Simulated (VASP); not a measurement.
A run of VASP 6.6.1:

The input INCAR:

```
SYSTEM = ReF3
  PREC = Accurate
  ENCUT = 520
  EDIFF = 1E-7
  ISMEAR = 0
  SIGMA = 0.05
  LREAL = .False.
  LASPH = .True.
  NELM = 150
  ALGO = Normal
  ISIF = 2
  LWAVE = .False.
  LCHARG = .False.
  ISPIN = 2
  MAGMOM = 1.13 0 0 0
  LORBIT = 11
  LMAXMIX = 4
  GGA = PS
  NBANDS = 26
```

The input KPOINTS:

```
Automatic mesh
0
Gamma
  10 10 10
  0 0 0
```

POSCAR

```
ReF3
1.0
    4.0727436752      0.0000000000      0.0000000000
    0.0000000000      4.0727436752      0.0000000000
    0.0000000000      0.0000000000      4.0727436752
Re F
1 3
Direct
    0.0000000000      0.0000000000      0.0000000000
    0.5000000000      0.0000000000      0.0000000000
    0.0000000000      0.0000000000      0.5000000000
    0.0000000000      0.5000000000      0.0000000000
```

Potentials or basis: VASP PAW PBE potentials, release 64 (Re, F).

Run with:

```console
$ cat potpaw_PBE.64/Re/POTCAR potpaw_PBE.64/F/POTCAR > POTCAR
$ mpirun -np 1 vasp_std > vasp.out
```

Hardware: 1 thread of Oxide Virtual Turin-like Processor, with other jobs on the host.

Question: How long does it take, and how much memory?

Answer: It took 2.9 min on 1 thread of Oxide Virtual Turin-like Processor, with other jobs on the host, peak memory 0.25 GiB. Counts: scf iterations 15, k points 56.
